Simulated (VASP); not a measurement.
# SnO (P4/nmm) in VASP: a series of runs, part 2 of 2

VASP 6.6.1. The steps go on from the part before.

**3. Single point, PBEsol+D3(BJ) (strain +0.025 along x and y, -0.025 along z)**

File INCAR:

```
PREC     = Accurate       # precision mode
ENCUT    = 520            # plane-wave cutoff, eV
EDIFF    = 1E-7           # SCF threshold, eV
ISMEAR   = 0              # smearing method
SIGMA    = 0.15           # smearing width, eV
LREAL    = F              # projectors in reciprocal space
LASPH    = T              # aspherical terms in the spheres
NELM     = 100            # most SCF steps
ALGO     = Normal         # electronic algorithm
ISIF     = 2              # what is computed and relaxed
LWAVE    = F              # write WAVECAR
LCHARG   = T              # write CHGCAR
GGA      = PS             # functional
IVDW     = 12             # dispersion correction
LELF     = T              # ELF
LVHAR    = T            
NBANDS   = 28             # bands
```

File KPOINTS:

```
Automatic mesh
0
Gamma
  12 12 10
```

File POSCAR:

```
SnO
1.0
    3.8970500000      0.0000000000      0.0000000000
    0.0000000000      3.8970500000      0.0000000000
    0.0000000000      0.0000000000      4.7151000000
Sn O
2 2
Direct
    0.0000000000      0.5000000000      0.2385000000
    0.5000000000      0.0000000000      0.7615000000
    0.0000000000      0.0000000000      0.0000000000
    0.5000000000      0.5000000000      0.0000000000
```

Potentials or basis: VASP PAW PBE potentials, release 64 (Sn_d, O).

Launch:

```sh
> cat potpaw_PBE.64/Sn_d/POTCAR potpaw_PBE.64/O/POTCAR > POTCAR
> mpirun -np 1 vasp_std > vasp.out
```

OUTCAR:

```text
PREC = Accurate
   ENCUT = 520
   EDIFF = 1E-7
   ISMEAR = 0
   LREAL = F
   LASPH = T
   NELM = 100
   ISIF = 2
   GGA = PS
   IVDW = 12
 IVDW          = 12

 ion  position               nearest neighbor table
   1  0.000  0.500  0.239-   3 2.25   4 2.25   3 2.25   4 2.25   2 3.56   2 3.56   2 3.56   2 3.56
                             2 3.70   2 3.70   2 3.70   2 3.70
   2  0.500  0.000  0.761-   3 2.25   4 2.25   4 2.25   3 2.25   1 3.56   1 3.56   1 3.56   1 3.56
[... 953 lines left out ...]

  FORCE on cell =-STRESS in cart. coord.  units (eV):
  Direction    XX          YY          ZZ          XY          YZ          ZX
  --------------------------------------------------------------------------------------
  -------------------------------------------------------------------------------------
  Total      -2.62006    -2.62006    -1.04554     0.00000     0.00000     0.00000
  in kB     -58.62167   -58.62167   -23.39322     0.00000     0.00000     0.00000
  external pressure =      -46.88 kB  Pullay stress =        0.00 kB

 VOLUME and BASIS-vectors are now :
 -----------------------------------------------------------------------------
  energy-cutoff  :      520.00
  volume of cell :       71.61
      direct lattice vectors                 reciprocal lattice vectors
     3.897050000  0.000000000  0.000000000     0.256604355  0.000000000  0.000000000
     0.000000000  3.897050000  0.000000000     0.000000000  0.256604355  0.000000000
     0.000000000  0.000000000  4.715100000     0.000000000  0.000000000  0.212084579

 POSITION                                       TOTAL-FORCE (eV/Angst)
 -----------------------------------------------------------------------------------
      0.00000      1.94853      1.12455         0.000000      0.000000      0.027011
      1.94853      0.00000      3.59055        -0.000000      0.000000     -0.027011
      0.00000      0.00000      0.00000         0.000000     -0.000000      0.000000
      1.94853      1.94853      0.00000        -0.000000      0.000000      0.000000
 -----------------------------------------------------------------------------------
    total drift:                                0.000000      0.000000     -0.000000

  FREE ENERGIE OF THE ION-ELECTRON SYSTEM (eV)
  ---------------------------------------------------
  free  energy   TOTEN  =       -25.0182179515 eV

  energy  without entropy=      -25.0179245218  energy(sigma->0) =      -25.01807124
```

stdout:

```text
POSCAR found type information on POSCAR SnO
 POSCAR found :  2 types and       4 ions
 scaLAPACK will be used
 -----------------------------------------------------------------------------
|                                                                             |
|                                                                             |
|     You enforced a specific xc type in the INCAR file but a different       |
|     I HOPE YOU KNOW WHAT YOU ARE DOING!                                     |
|                                                                             |
 -----------------------------------------------------------------------------

 LDA part: xc-table for (Slater+PW92), standard interpolation
 POSCAR, INCAR and KPOINTS ok, starting setup
 FFT: planning ... GRIDC
 FFT: planning ... GRID_SOFT
 FFT: planning ... GRID
 WAVECAR not read
 entering main loop
```

Wall time 2.6 min (1 thread of Intel Xeon 6975P-C (Granite Rapids), shared host); peak memory 0.38 GiB.

What came out:

```yaml
Free_energy: -25.0182 eV
Pressure: -4.7 GPa
Largest_force: 0.027 eV/Å
Band_gap_on_the_k_mesh: 0.30 eV, indirect (least direct gap 1.85 eV)
Dispersion_energy_per_atom: -0.211 eV
```

Forces on the atoms (eV/Å):
```
Sn   0.000  0.000  0.027
Sn   0.000  0.000 -0.027
O    0.000  0.000  0.000
O    0.000  0.000  0.000
```

Stress tensor (GPa, compression positive):
```
-5.86  0.00  0.00
 0.00 -5.86  0.00
 0.00  0.00 -2.34
```

Levels at points of the mesh, in eV from the valence-band top:
| k point | band 18 | band 19 | band 20 | band 21 | band 22 | band 23 |
| --- | --- | --- | --- | --- | --- | --- |
| (0.00, 0.00, 0.00) | -2.97 | -2.97 | -0.06 | 2.06 | 4.67 | 4.74 |
| (0.50, 0.00, 0.00) | -4.53 | -2.30 | -2.30 | 3.42 | 3.42 | 5.90 |
| (0.50, 0.50, 0.00) | -2.30 | -1.55 | -1.55 | 0.30 | 0.30 | 4.80 |
| (0.00, 0.00, 0.50) | -2.98 | -2.93 | -1.62 | 1.47 | 3.00 | 3.00 |
| (0.50, 0.00, 0.50) | -4.51 | -1.36 | -1.36 | 2.82 | 2.82 | 5.36 |
| (0.50, 0.50, 0.50) | -2.47 | -2.30 | -2.30 | 2.69 | 2.69 | 4.32 |

Caveat: the cell differs from its parent crystal (strain +0.025 along x and y, -0.025 along z); the PAW data sets were made with another functional, which shifts forces and pressure a little; spin-orbit coupling is left out, which moves the levels of the heavy elements. A k mesh can miss the band edges.

**4. Single point, PBEsol+D3(BJ) (strain +0.050 along x and y, -0.050 along z)**

File INCAR:

```
SYSTEM = SnO
PREC = Accurate
ENCUT = 520
EDIFF = 1E-6
ISMEAR = 0
SIGMA = 0.15
LREAL = .FALSE.
LASPH = .TRUE.
NELM = 60
ALGO = Normal
ISIF = 2
LWAVE = .FALSE.
LCHARG = .FALSE.
GGA = PS
IVDW = 12
NBANDS = 28
```

File KPOINTS:

```
regular mesh
0
G
  12 12 10
  0 0 0
```

File POSCAR:

```
SnO
1.0
    3.9921000000      0.0000000000      0.0000000000
    0.0000000000      3.9921000000      0.0000000000
    0.0000000000      0.0000000000      4.5942000000
Sn O
2 2
Direct
    0.0000000000      0.5000000000      0.2385000000
    0.5000000000      0.0000000000      0.7615000000
    0.0000000000      0.0000000000      0.0000000000
    0.5000000000      0.5000000000      0.0000000000
```

Launch:

```sh
> cat potpaw_PBE.64/Sn_d/POTCAR potpaw_PBE.64/O/POTCAR > POTCAR
> mpirun -np 1 vasp_std > vasp.out
```

Run time: 2.6 min. Hardware: 1 thread of Intel Xeon 6975P-C (Granite Rapids), shared host; peak memory 0.38 GiB.

The run converged. Its results:

| Quantity | Value |
| --- | --- |
| Free energy | -24.8819 eV |
| Pressure | -7.0 GPa |
| Largest force | 0.098 eV/Å |
| Band gap on the k mesh | 0.56 eV, indirect (least direct gap 1.77 eV) |
| Dispersion energy per atom | -0.206 eV |

Forces in eV/Å, atoms in the order of the input:
```
Sn   0.000  0.000 -0.098
Sn   0.000  0.000  0.098
O    0.000  0.000  0.000
O    0.000  0.000  0.000
```

Stress tensor (GPa, compression positive):
```
-9.29  0.00  0.00
 0.00 -9.29  0.00
 0.00  0.00 -2.55
```

Levels at points of the mesh, in eV from the valence-band top:
| k point | band 18 | band 19 | band 20 | band 21 | band 22 | band 23 |
| --- | --- | --- | --- | --- | --- | --- |
| (0.00, 0.00, 0.00) | -2.73 | -2.68 | -0.14 | 2.12 | 4.83 | 4.83 |
| (0.50, 0.00, 0.00) | -3.99 | -1.88 | -1.88 | 3.61 | 3.61 | 5.92 |
| (0.50, 0.50, 0.00) | -2.07 | -1.20 | -1.20 | 0.56 | 0.56 | 5.22 |
| (0.00, 0.00, 0.50) | -2.75 | -2.75 | -1.04 | 1.36 | 3.10 | 3.10 |
| (0.50, 0.00, 0.50) | -4.17 | -1.01 | -1.01 | 3.01 | 3.01 | 5.35 |
| (0.50, 0.50, 0.50) | -2.25 | -2.07 | -2.07 | 3.06 | 3.06 | 4.58 |

Caveat: the cell differs from its parent crystal (strain +0.050 along x and y, -0.050 along z); the PAW data sets were made with another functional, which shifts forces and pressure a little; spin-orbit coupling is left out, which moves the levels of the heavy elements.

**5. Single point, PBEsol+D3(BJ) (strain +0.050 along x and y, +0.050 along z)**

File INCAR:

```
PREC = Accurate ; ENCUT = 520
EDIFF = 1E-7 ; ISMEAR = 0
SIGMA = 0.15 ; LREAL = F
LASPH = T ; NELM = 100
ALGO = Normal ; ISIF = 2
LWAVE = F ; LCHARG = T
GGA = PS ; IVDW = 12
LELF = T ; LVHAR = T
NBANDS = 28
```

File KPOINTS:

```
regular mesh
0
Gamma
  12 12 10
```

POSCAR, as its differences from that of step 4:

```diff
@@ -4,3 +4,3 @@
     0.0000000000      3.9921000000      0.0000000000
-    0.0000000000      0.0000000000      4.5942000000
+    0.0000000000      0.0000000000      5.0778000000
 Sn O
```

Launch:

```sh
> cat potpaw_PBE.64/Sn_d/POTCAR potpaw_PBE.64/O/POTCAR > POTCAR
> mpirun -np 1 vasp_std > vasp.out
```

Wall time 3.5 min (1 thread of Intel Xeon Platinum 8559C (Emerald Rapids), shared host); peak memory 0.41 GiB.

The run converged. Its results:

```
Free energy                : -24.5737 eV
Pressure                   : -11.6 GPa
Largest force              : 1.535 eV/Å
Band gap on the k mesh     : 0.48 eV, indirect (least direct gap 1.87 eV)
Dispersion energy per atom : -0.186 eV
```

Forces on the atoms (eV/Å):
```
Sn   0.000  0.000 -1.535
Sn   0.000  0.000  1.535
O    0.000  0.000  0.000
O    0.000  0.000  0.000
```

Stress tensor (GPa, compression positive):
```
-12.24   0.00   0.00
  0.00 -12.24   0.00
  0.00   0.00 -10.38
```

Levels at points of the mesh, in eV from the valence-band top:
| k point | band 16 | band 17 | band 18 | band 19 | band 20 | band 21 | band 22 | band 23 | band 24 | band 25 |
| --- | --- | --- | --- | --- | --- | --- | --- | --- | --- | --- |
| (0.00, 0.00, 0.00) | -4.91 | -2.49 | -2.20 | -2.20 | 0.00 | 1.86 | 4.40 | 4.60 | 4.60 | 5.47 |
| (0.50, 0.00, 0.00) | -3.82 | -3.66 | -3.66 | -2.02 | -2.02 | 3.00 | 3.00 | 5.57 | 5.57 | 5.62 |
| (0.50, 0.50, 0.00) | -3.91 | -1.61 | -1.61 | -1.61 | -1.61 | 0.48 | 0.48 | 4.52 | 4.52 | 6.68 |
| (0.00, 0.00, 0.50) | -3.46 | -2.55 | -2.22 | -2.22 | -1.48 | 1.78 | 3.13 | 3.13 | 3.57 | 7.38 |
| (0.50, 0.00, 0.50) | -4.25 | -3.62 | -3.62 | -1.24 | -1.24 | 2.52 | 2.52 | 5.21 | 5.21 | 6.21 |
| (0.50, 0.50, 0.50) | -4.32 | -2.26 | -2.26 | -1.61 | -1.61 | 2.63 | 2.63 | 3.76 | 3.76 | 5.32 |

Caveat: the cell differs from its parent crystal (strain +0.050 along x and y, +0.050 along z); the PAW data sets were made with another functional, which shifts forces and pressure a little; spin-orbit coupling is left out, which moves the levels of the heavy elements. A k mesh can miss the band edges.

**6. Single point, PBEsol+D3(BJ) (strain +0.025 along x and y, +0.000 along z)**

File INCAR:

```
  PREC = Accurate
  ENCUT = 520
  EDIFF = 1E-7
  ISMEAR = 0
  SIGMA = 0.15
  LREAL = False
  LASPH = True
  NELM = 60
  ALGO = Normal
  ISIF = 2
  LWAVE = False
  LCHARG = False
  GGA = PS
  IVDW = 12
  NBANDS = 28
```

File KPOINTS:

```
Automatic mesh
0
Gamma
  12 12 10
```

File POSCAR:

```
SnO
1.0
    3.8970500000      0.0000000000      0.0000000000
    0.0000000000      3.8970500000      0.0000000000
    0.0000000000      0.0000000000      4.8360000000
Sn O
2 2
Direct
    0.0000000000      0.5000000000      0.2385000000
    0.5000000000      0.0000000000      0.7615000000
    0.0000000000      0.0000000000      0.0000000000
    0.5000000000      0.5000000000      0.0000000000
```

Potentials or basis: VASP PAW PBE potentials, release 64 (Sn_d, O).

Launch:

```sh
> cat potpaw_PBE.64/Sn_d/POTCAR potpaw_PBE.64/O/POTCAR > POTCAR
> mpirun -np 1 vasp_std > vasp.out
```

It took 7.2 min on 1 thread of Oxide Virtual Turin-like, shared host; peak memory 0.35 GiB.

It converged, with:

```yaml
Free_energy: -24.9795 eV
Pressure: -6.3 GPa
Largest_force: 0.382 eV/Å
Band_gap_on_the_k_mesh: 0.27 eV, indirect (least direct gap 1.93 eV)
Dispersion_energy_per_atom: -0.205 eV
```

Forces in eV/Å, atoms in the order of the input:
```
Sn   0.000  0.000 -0.382
Sn   0.000  0.000  0.382
O    0.000  0.000  0.000
O    0.000  0.000  0.000
```

Stress tensor (GPa, compression positive):
```
-7.04  0.00  0.00
 0.00 -7.04  0.00
 0.00  0.00 -4.72
```

Levels at points of the mesh, in eV from the valence-band top:
| k point | band 16 | band 17 | band 18 | band 19 | band 20 | band 21 | band 22 | band 23 | band 24 | band 25 |
| --- | --- | --- | --- | --- | --- | --- | --- | --- | --- | --- |
| (0.00, 0.00, 0.00) | -5.77 | -3.04 | -2.83 | -2.83 | -0.03 | 1.99 | 4.49 | 4.68 | 4.68 | 5.76 |
| (0.50, 0.00, 0.00) | -4.48 | -4.42 | -4.42 | -2.34 | -2.34 | 3.23 | 3.23 | 5.81 | 5.81 | 5.88 |
| (0.50, 0.50, 0.00) | -4.58 | -2.18 | -2.18 | -1.66 | -1.66 | 0.27 | 0.27 | 4.61 | 4.61 | 7.27 |
| (0.00, 0.00, 0.50) | -3.13 | -3.12 | -2.84 | -2.84 | -1.74 | 1.57 | 3.01 | 3.01 | 3.54 | 7.98 |
| (0.50, 0.00, 0.50) | -5.00 | -4.37 | -4.37 | -1.43 | -1.43 | 2.67 | 2.67 | 5.33 | 5.33 | 6.55 |
| (0.50, 0.50, 0.50) | -5.06 | -2.48 | -2.48 | -2.18 | -2.18 | 2.57 | 2.57 | 4.09 | 4.09 | 5.48 |

Caveat: the cell differs from its parent crystal (strain +0.025 along x and y, +0.000 along z); the PAW data sets were made with another functional, which shifts forces and pressure a little; spin-orbit coupling is left out, which moves the levels of the heavy elements. A k mesh can miss the band edges.

**7. Summary**

```tsv
cell	gap on the mesh (eV)	pressure (GPa)	largest force (eV/Å)
a = 3.897, b = 3.897, c = 4.594 Å, 4 atoms	0.33	-2.9	0.43
a = 3.897, b = 3.897, c = 4.715 Å, 4 atoms	0.30	-4.7	0.03
a = 3.992, b = 3.992, c = 4.594 Å, 4 atoms	0.56	-7.0	0.10
a = 3.992, b = 3.992, c = 5.078 Å, 4 atoms	0.48	-11.6	1.53
a = 3.897, b = 3.897, c = 4.836 Å, 4 atoms	0.27	-6.3	0.38
```

Alike in all rows: task single point; level PBEsol+D3(BJ); potentials or basis VASP PAW PBE potentials, release 64 (Sn_d, O); no spin polarisation; k mesh 12 × 12 × 10; cutoff (eV) 520; smearing gaussian 0.15 eV.

Caveats: the PAW data sets were made with another functional, which shifts forces and pressure a little; spin-orbit coupling is left out, which moves the levels of the heavy elements.

Absolute energies hang on the potentials; compare differences alone.
